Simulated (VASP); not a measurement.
# In2S (P-4m2) in VASP: a series of runs

The runs below take In2S through single point, relaxation of cell and atoms, with r2SCAN, PBE.

All numbers are computed with VASP 6.6.1; they aren't measurements. Logs are shortened: lines on timing, memory, paths and dates and some standing lists are left out, and cuts for length are marked.

**1. The cell of the first run**

It takes space group P-4m2 (No. 115, tetragonal). Conventional cell: a = 3.945 Å, b = 3.945 Å, c = 5.442 Å, α = 90.00°, β = 90.00°, γ = 90.00°. Within 3.6 Å of In (site symmetry 2mm) lie 2 S at 2.70 Å and 4 In at 3.30 Å. Within 3.6 Å of S (site symmetry -4m2) lie 4 In at 2.70 Å.

**2. Single point, r2SCAN**

Contents of POSCAR:

```
In2S
1.0
    3.9454275139      0.0000000000      0.0000000000
    0.0000000000      3.9454275139      0.0000000000
    0.0000000000      0.0000000000      5.4424722845
In S
2 1
Direct
    0.5000000000      0.0000000000      0.6618652174
    0.0000000000      0.5000000000      0.3381347826
    0.0000000000      0.0000000000      0.0000000000
```

Contents of INCAR.step1:

```
SYSTEM = In2S
ALGO = Normal
EDIFF = 1E-4
ENCUT = 520
GGA = PE
ISMEAR = 0
LASPH = .TRUE.
LCHARG = .FALSE.
LREAL = .FALSE.
LWAVE = .TRUE.
NBANDS = 23
NELM = 80
PREC = Accurate
SIGMA = 0.1
```

Contents of INCAR.step2:

```
SYSTEM = In2S
ALGO = Normal
EDIFF = 1E-6
ENCUT = 520
ISIF = 2
ISMEAR = 0
ISTART = 1
LASPH = .TRUE.
LCHARG = .TRUE.
LELF = .TRUE.
LMIXTAU = .TRUE.
LREAL = .FALSE.
LVHAR = .TRUE.
LWAVE = .FALSE.
METAGGA = R2SCAN
NBANDS = 23
NELM = 80
PREC = Accurate
SIGMA = 0.1
```

Contents of KPOINTS:

```
k-points
0
G
  12 12 8
  0 0 0
```

Potentials or basis: VASP PAW PBE potentials, release 64 (In_d, S).

Launch:

```bash
cat potpaw_PBE.64/In_d/POTCAR potpaw_PBE.64/S/POTCAR > POTCAR
cp INCAR.step1 INCAR
mpirun -np 1 vasp_std > vasp.out
cp INCAR.step2 INCAR
mpirun -np 1 vasp_std > vasp.out
```

OUTCAR:

```text
SYSTEM = In2S
   EDIFF = 1E-6
   ENCUT = 520
   ISIF = 2
   ISMEAR = 0
   ISTART = 1
   LASPH = .TRUE.
   LREAL = .FALSE.
   METAGGA = R2SCAN
   NELM = 80
   PREC = Accurate

 ion  position               nearest neighbor table
   1  0.500  0.000  0.662-   3 2.70   3 2.70   2 3.30   2 3.30   2 3.30   2 3.30
   2  0.000  0.500  0.338-   3 2.70   3 2.70   1 3.30   1 3.30   1 3.30   1 3.30
   3  0.000  0.000  0.000-   1 2.70   2 2.70   2 2.70   1 2.70

  LATTYP: Found a simple tetragonal cell.
 ALAT       =     3.9454275139
 C/A-ratio  =     1.3794379102

  Lattice vectors:

 A1 = (   3.9454275139,   0.0000000000,   0.0000000000)
 A2 = (   0.0000000000,   3.9454275139,   0.0000000000)
 A3 = (   0.0000000000,   0.0000000000,   5.4424722845)

Analysis of symmetry for initial positions (statically):
=====================================================================
 Subroutine PRICEL returns:
 Original cell was already a primitive cell.

 Routine SETGRP: Setting up the symmetry group for a
 simple tetragonal supercell.

 Subroutine GETGRP returns: Found  8 space group operations
 (whereof  8 operations were pure point group operations)
 out of a pool of 16 trial point group operations.

The static configuration has the point symmetry D_2d.

Analysis of symmetry for dynamics (positions and initial velocities):
=====================================================================
 Subroutine PRICEL returns:
 Original cell was already a primitive cell.

 Routine SETGRP: Setting up the symmetry group for a
 simple tetragonal supercell.

 Subroutine GETGRP returns: Found  8 space group operations
 (whereof  8 operations were pure point group operations)
 out of a pool of 16 trial point group operations.

The dynamic configuration has the point symmetry D_2d.

 Subroutine INISYM returns: Found  8 space group operations
 (whereof  8 operations are pure point group operations),
 and found     1 'primitive' translations

----------------------------------------------------------------------------------------

                                     Primitive cell

  volume of cell :      84.7197

  direct lattice vectors                    reciprocal lattice vectors
     3.945427514  0.000000000  0.000000000     0.253457958  0.000000000  0.000000000
     0.000000000  3.945427514  0.000000000     0.000000000  0.253457958  0.000000000
     0.000000000  0.000000000  5.442472284     0.000000000  0.000000000  0.183740026

  length of vectors
     3.945427514  3.945427514  5.442472284     0.253457958  0.253457958  0.183740026

  position of ions in fractional coordinates (direct lattice)
     0.500000000  0.000000000  0.661865217
     0.000000000  0.500000000  0.338134783
     0.000000000  0.000000000  0.000000000

  ion indices of the primitive-cell ions
   primitive index   ion index
                 1           1
                 2           2
                 3           3

----------------------------------------------------------------------------------------

 KPOINTS: k-points

Automatic generation of k-mesh.
 Grid dimensions read from file:
 generate k-points for:   12   12    8

 Generating k-lattice:

  Cartesian coordinates                     Fractional coordinates (reciprocal lattice)
     0.021121496  0.000000000  0.000000000     0.083333333  0.000000000  0.000000000
     0.000000000  0.021121496  0.000000000     0.000000000  0.083333333  0.000000000
     0.000000000  0.000000000  0.022967503     0.000000000  0.000000000  0.125000000

  Length of vectors
     0.021121496  0.021121496  0.022967503

  Shift w.r.t. Gamma in fractional coordinates (k-lattice)
     0.000000000  0.000000000  0.000000000

 Subroutine IBZKPT returns following result:
 ===========================================

 Found    140 irreducible k-points:

 Following reciprocal coordinates:
            Coordinates               Weight
  0.000000  0.000000  0.000000      1.000000
  0.083333  0.000000  0.000000      4.000000
  0.166667  0.000000  0.000000      4.000000
  0.250000  0.000000  0.000000      4.000000
  0.333333  0.000000  0.000000      4.000000
  0.416667  0.000000  0.000000      4.000000
[... 16 lines left out ...]
  0.333333  0.333333  0.000000      4.000000
  0.416667  0.333333  0.000000      8.000000
 [... further k-points ...]
   k-points           NKPTS =    140   k-points in BZ     NKDIM =    140   number of bands    NBANDS=     23
   number of dos      NEDOS =    301   number of ions     NIONS =      3
   total plane-waves  NPLWV =  36000
   dimension x,y,z NGX =    30 NGY =   30 NGZ =   40
   dimension x,y,z NGXF=    60 NGYF=   60 NGZF=   80
   ions per type =               2   1
   NGX,Y,Z   is equivalent  to a cutoff of  12.64, 12.64, 12.22 a.u.
   NGXF,Y,Z  is equivalent  to a cutoff of  25.28, 25.28, 24.44 a.u.
 SYSTEM =  In2S
   PREC   = accura    normal or accurate (medium, high low for compatibility)
   ISTART =      1    job   : 0-new  1-cont  2-samecut
   ICHARG =      0    charge: 1-file 2-atom 10-const
   ISPIN  =      1    spin polarized calculation?
   LNONCOLLINEAR =      F non collinear calculations
   LSORBIT =      F    spin-orbit coupling
   LASPH  =      T    aspherical Exc in radial PAW
   ENCUT  =  520.0 eV  38.22 Ry    6.18 a.u.   7.34  7.34 10.12*2*pi/ulx,y,z
   NELM   =     80;   NELMIN=  2; NELMDL=  0     # of ELM steps
   EDIFF  = 0.1E-05   stopping-criterion for ELM
   LREAL  =      F    real-space projection
   EDIFFG = 0.1E-04   stopping-criterion for IOM
   NSW    =      0    number of steps for IOM
   IBRION =     -1    ionic relax: 0-MD 1-quasi-New 2-CG
   NFREE  =      0    steps in history (QN), initial steepest desc. (CG)
   ISIF   =      2    stress and relaxation
   ISYM   =      2    0-nonsym 1-usesym 2-fastsym
   POTIM  = 0.5000    time-step for ionic-motion
   TEBEG  =    0.0;   TEEND  =   0.0 temperature during run
   PSTRESS=    0.0 pullay stress
   NELECT =      32.0000    total number of electrons
   NUPDOWN=      -1.0000    fix difference up-down
   EMIN   =  10.00;   EMAX   =-10.00  energy-range for DOS
   EFERMI =   0.00;   METHOD = LEGACY
   ISMEAR =     0;   SIGMA  =   0.10  broadening in eV -4-tet -1-fermi 0-gaus
   EFERMI_NEDOS =   21; number of points for ismear=-14 and -15
   IALGO  =     38    algorithm
   IMIX   =      4    mixing-type and parameters
     AMIX     =   0.40;   BMIX     =  1.00
     AMIX_MAG =   1.60;   BMIX_MAG =  1.00
  volume/ion in A,a.u.               =      28.24       190.57
  Fermi-wavevector in a.u.,A,eV,Ry     =   1.183396  2.236294 19.053948  1.400426
  Thomas-Fermi vector in A             =   2.319631
   LORBIT       =      0    0 simple, 1 ext, 2 COOP (PROOUT), +10 PAW based schemes
   METAGGA = R2SCAN    functional components
   LHFCALC =     F    Hartree Fock is set to
   AEXX    =    0.0000 exact exchange contribution
   IVDW    =     0    specifies the selected vdW correction
   LEPSILON=     F    determine dielectric tensor
   LRPA    =     F    only Hartree local field effects (RPA)
 non-spin polarized calculation
 Gauss-broadening in eV      SIGMA  =   0.10
  energy-cutoff  :      520.00
  volume of cell :       84.72
 maximum number of plane-waves:      2317
 NGX is ok and might be reduce to    30
   NGX = 15   NGY = 15   NGZ = 21

 number of electron      32.0000001 magnetization

 Free energy of the ion-electron system (eV)
  ---------------------------------------------------
  ext. energy  EPLUGINS =         0.00000000
  ---------------------------------------------------
  free energy    TOTEN  =       -54.24277992 eV

  energy without entropy =      -54.23955870  energy(sigma->0) =      -54.24116931

 E-fermi :   5.1923     XC(G=0):  -9.7636

 val. band max:        5.1902275673   @ k =   0.1667   0.0000   0.2500
 cond. band min:       5.2279130984   @ k =   0.4167   0.3333   0.2500
 fundamental gap:      0.0376855311
 Fermi energy:         5.1923316419

 k-point     1 :       0.0000    0.0000    0.0000
  band No.  band energies     occupation
      1     -10.2021      2.00000
      2      -9.9696      2.00000
      3      -9.9589      2.00000
      4      -9.9589      2.00000
      5      -9.9287      2.00000
      6      -9.8668      2.00000
[... 15 lines left out ...]
     22      11.4914      0.00000
     23      11.8460      0.00000

 k-point     2 :       0.0833    0.0000    0.0000
  band No.  band energies     occupation
      1     -10.1950      2.00000
      2      -9.9730      2.00000
      3      -9.9700      2.00000
      4      -9.9606      2.00000
      5      -9.9212      2.00000
      6      -9.8662      2.00000
[... 15 lines left out ...]
     22      11.5026      0.00000
     23      12.0427      0.00000

 k-point     3 :       0.1667    0.0000    0.0000
  band No.  band energies     occupation
      1     -10.1765      2.00000
      2      -9.9922      2.00000
      3      -9.9816      2.00000
      4      -9.9656      2.00000
      5      -9.9101      2.00000
      6      -9.8662      2.00000
[... 15 lines left out ...]
     22      11.5150      0.00000
     23      12.3119      0.00000

 k-point     4 :       0.2500    0.0000    0.0000
  band No.  band energies     occupation
      1     -10.1548      2.00000
      2     -10.0130      2.00000
      3      -9.9916      2.00000
      4      -9.9736      2.00000
      5      -9.9112      2.00000
      6      -9.8603      2.00000
[... 15 lines left out ...]
     22      11.5071      0.00000
     23      12.5285      0.00000

 k-point     5 :       0.3333    0.0000    0.0000
  band No.  band energies     occupation
      1     -10.1433      2.00000
      2     -10.0177      2.00000
      3      -9.9995      2.00000
      4      -9.9832      2.00000
      5      -9.9272      2.00000
      6      -9.8447      2.00000
[... 15 lines left out ...]
     22      12.0572      0.00000
     23      12.5764      0.00000

 k-point     6 :       0.4167    0.0000    0.0000
  band No.  band energies     occupation
      1     -10.1450      2.00000
      2     -10.0034      2.00000
      3     -10.0023      2.00000
      4      -9.9921      2.00000
      5      -9.9473      2.00000
      6      -9.8358      2.00000
[... 15 lines left out ...]
     22      12.5254      0.00000
     23      12.7473      0.00000

 k-point     7 :       0.5000    0.0000    0.0000
  band No.  band energies     occupation
      1     -10.1476      2.00000
      2     -10.0037      2.00000
      3      -9.9963      2.00000
      4      -9.9871      2.00000
      5      -9.9618      2.00000
      6      -9.8351      2.00000
[... 353 lines left out ...]
     22      12.2309      0.00000
     23      13.1217      0.00000

 k-point    21 :       0.4167    0.2500    0.0000
  band No.  band energies     occupation
      1     -10.2318      2.00000
      2     -10.0162      2.00000
      3      -9.9428      2.00000
      4      -9.9269      2.00000
      5      -9.8928      2.00000
      6      -9.8661      2.00000
[... 15 lines left out ...]
     22      12.1069      0.00000
     23      12.7715      0.00000

 k-point    22 :       0.5000    0.2500    0.0000
  band No.  band energies     occupation
      1     -10.2378      2.00000
      2     -10.0175      2.00000
      3      -9.9417      2.00000
      4      -9.9166      2.00000
      5      -9.8974      2.00000
      6      -9.8655      2.00000
[... 15 lines left out ...]
     22      12.1021      0.00000
     23      12.6682      0.00000

 k-point    23 :       0.3333    0.3333    0.0000
  band No.  band energies     occupation
      1     -10.2430      2.00000
      2     -10.0137      2.00000
      3      -9.9385      2.00000
      4      -9.9203      2.00000
      5      -9.8801      2.00000
      6      -9.8704      2.00000
[... 15 lines left out ...]
     22      11.7354      0.00000
     23      13.7852      0.00000

 k-point    24 :       0.4167    0.3333    0.0000
  band No.  band energies     occupation
      1     -10.2613      2.00000
      2     -10.0135      2.00000
      3      -9.9374      2.00000
      4      -9.9052      2.00000
      5      -9.8799      2.00000
      6      -9.8685      2.00000
[... 15 lines left out ...]
     22      11.4122      0.00000
     23      13.8445      0.00000

 [... further k-points ...]
[... 5 lines left out ...]
  --------------------------------------------------------------------------------------
  -------------------------------------------------------------------------------------
  Total       -0.8499287     -0.8499287     -0.8735692      0.0000000      0.0000000      0.0000000
  in kB      -16.0734357    -16.0734357    -16.5205134      0.0000000      0.0000000      0.0000000
  external PRESSURE =     -16.2224616 kB  Pullay stress =       0.0000000 kB

 VOLUME and BASIS-vectors are now :
 -----------------------------------------------------------------------------
  energy-cutoff  :      520.00
  volume of cell :       84.72
      direct lattice vectors                 reciprocal lattice vectors
     3.945427514  0.000000000  0.000000000     0.253457958  0.000000000  0.000000000
     0.000000000  3.945427514  0.000000000     0.000000000  0.253457958  0.000000000
     0.000000000  0.000000000  5.442472284     0.000000000  0.000000000  0.183740026

 POSITION                                       TOTAL-FORCE (eV/Angst)
 -----------------------------------------------------------------------------------
      1.97271      0.00000      3.60218         0.000000      0.000000      0.000824
      0.00000      1.97271      1.84029         0.000000      0.000000     -0.000824
      0.00000      0.00000      0.00000        -0.000000      0.000000      0.000000
 -----------------------------------------------------------------------------------
    total drift:                                0.000000      0.000000      0.000000

  FREE ENERGIE OF THE ION-ELECTRON SYSTEM (eV)
  ---------------------------------------------------
  free  energy   TOTEN  =       -54.2427799249 eV

  energy  without entropy=      -54.2395587021  energy(sigma->0) =      -54.24116931
```

Wall time 14 min (1 thread of Oxide Virtual Turin-like, shared host); peak memory 0.32 GiB.

Results:

| Property | Result |
| --- | --- |
| Free energy | -54.2428 eV |
| Pressure | -1.6 GPa |
| Band gap on the k mesh | zero (band 16 reaches 6.82 eV, above the bottom of band 17 at 3.66 eV) |

Levels at points of the mesh, in eV from the Fermi level:
```csv
k point,band 13,band 14,band 15,band 16,band 17,band 18,band 19,band 20
"(0.00, 0.00, 0.00)",-5.53,-2.68,-2.68,1.63,2.25,3.78,3.78,5.08
"(0.50, 0.00, 0.00)",-4.67,-3.62,-2.29,-2.18,0.58,3.74,4.58,5.83
"(0.50, 0.50, 0.00)",-5.41,-3.54,-1.81,-0.90,-0.90,-0.21,3.21,3.21
"(0.00, 0.00, 0.50)",-2.44,-2.44,-1.96,-1.21,2.35,2.35,3.56,3.90
"(0.50, 0.00, 0.50)",-5.90,-4.14,-2.21,-0.52,1.94,3.29,4.88,4.95
"(0.50, 0.50, 0.50)",-5.18,-4.63,-2.04,-2.04,-1.27,1.48,2.79,5.73
```

Caveat: the PAW data sets were made with another functional, which shifts forces and pressure a little; spin-orbit coupling is left out, which moves the levels of the heavy elements.

[end of part 1 of 2]
